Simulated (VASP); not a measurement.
NaLa: single point with PBE

The system is NaLa.

```
La Na
1.0
     3.60625    0.00000    0.00000
    -1.80313    3.12310    0.00000
     0.00000    0.00000    6.48378
La Na
1 1
Direct
  0.33704 0.66761 0.50453
  0.00547 0.00303 0.00629
```

```
Program             : VASP 6.6.1
Task                : single point
Functional          : PBE
Potentials or basis : VASP PAW PBE potentials, release 64 (La, Na_pv)
Cutoff              : 520 eV
k mesh              : 6 × 6 × 3
Occupations         : gaussian, width 0.05 eV
Spin                : no spin polarisation
```

```json
{
 "Pressure": "0.2 GPa",
 "Largest force": "0.016 eV/Å",
 "Band gap on the k mesh": "zero (bands 9 and 10 overlap by 0.55 eV)"
}
```

Forces in eV/Å, atoms in the order of the input:
```
La   0.000  0.001  0.016
Na   0.000 -0.001 -0.016
```

Levels at points of the mesh, in eV from the Fermi level:
```csv
k point,band 5,band 6,band 7,band 8,band 9,band 10,band 11,band 12,band 13,band 14
"(0.00, 0.00, 0.00)",-16.89,-16.04,-16.04,-3.26,-1.20,0.78,1.12,1.66,1.68,1.68
"(0.50, 0.00, 0.00)",-17.44,-16.65,-16.37,-1.39,-0.64,0.44,0.98,1.38,1.54,1.67
"(0.00, 0.50, 0.00)",-17.44,-16.65,-16.37,-1.39,-0.64,0.44,0.98,1.38,1.54,1.67
"(0.50, 0.50, 0.00)",-17.44,-16.65,-16.37,-1.39,-0.64,0.44,0.98,1.38,1.54,1.67
```

Run time: 64 s on 1 thread of Intel(R) Xeon(R) Platinum 8259CL CPU @ 2.50GHz (Skylake/Cascade Lake) (shared host), peak memory 0.24 GiB.

Caveat: spin-orbit coupling is left out, which moves the levels of the heavy elements.
